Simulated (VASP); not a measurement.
Crystal: CrO2.

```
CELL_PARAMETERS angstrom
3.88525 0.00000 0.00000
0.00000 3.88525 0.00000
0.00000 0.00000 3.88525
ATOMIC_POSITIONS crystal
Cr 0.00000 0.00000 0.00000
O 0.50000 0.00000 0.00000
O 0.00000 0.50000 0.00000
```

This cell differs from its parent crystal: atoms taken out.

- Program: VASP 6.6.1
- Task: relaxation of cell and atoms
- Functional: PBE
- Potentials or basis: VASP PAW PBE potentials, release 64 (Cr_pv, O)
- Cutoff: 600 eV
- k mesh: 4 × 4 × 4
- Occupations: gaussian, width 0.1 eV
- Spin: collinear spin, ferromagnetic start
- Starting moments: [3.0, 0.0, 0.0] μB

At the start: pressure -17.3 GPa; volume 19.55 Å³/atom.

Task: Where does the relaxation end?

Result: Over 7 steps the energy falls by 283.5 meV/atom and the volume is 16.70 Å³/atom (-14.6 %); space group P4/mmm (No. 123, to 0.1 Å) before and after; moment 1.89 μB per cell.

The path:
| step | energy change (eV) | largest force (eV/Å) | pressure (GPa) | volume (Å³) |
| --- | --- | --- | --- | --- |
| 1 | 0.0000 | 0.0000 | -17.29 | 58.65 |
| 2 | 0.5599 | 0.0000 | 47.02 | 42.08 |
| 3 | -0.8495 | 0.0000 | -0.68 | 50.28 |
| 4 | -0.8503 | 0.0000 | -0.15 | 50.11 |
| 5 | -0.8503 | 0.0000 | 0.41 | 49.95 |
| 6 | -0.8503 | 0.0000 | -0.26 | 50.23 |
| 7 | -0.8505 | 0.0000 | 0.06 | 50.09 |

Final structure:
```cif
data_structure
_symmetry_space_group_name_H-M 'P 1'
_symmetry_Int_Tables_number 1
_cell_length_a 3.5862
_cell_length_b 3.5862
_cell_length_c 3.8948
_cell_angle_alpha 90.000
_cell_angle_beta 90.000
_cell_angle_gamma 90.000
_cell_volume 50.09
loop_
_atom_site_label
_atom_site_type_symbol
_atom_site_fract_x
_atom_site_fract_y
_atom_site_fract_z
_atom_site_occupancy
Cr1 Cr 0.00000 0.00000 0.00000 1
O1 O 0.50000 0.00000 0.00000 1
O2 O 0.00000 0.50000 0.00000 1
```

Caveat: the k points lie up to 0.44 Å⁻¹ apart in the final cell; the cell differs from its parent crystal (atoms taken out); a cell with one magnetic atom can't hold antiferromagnetic order, which such compounds often take.
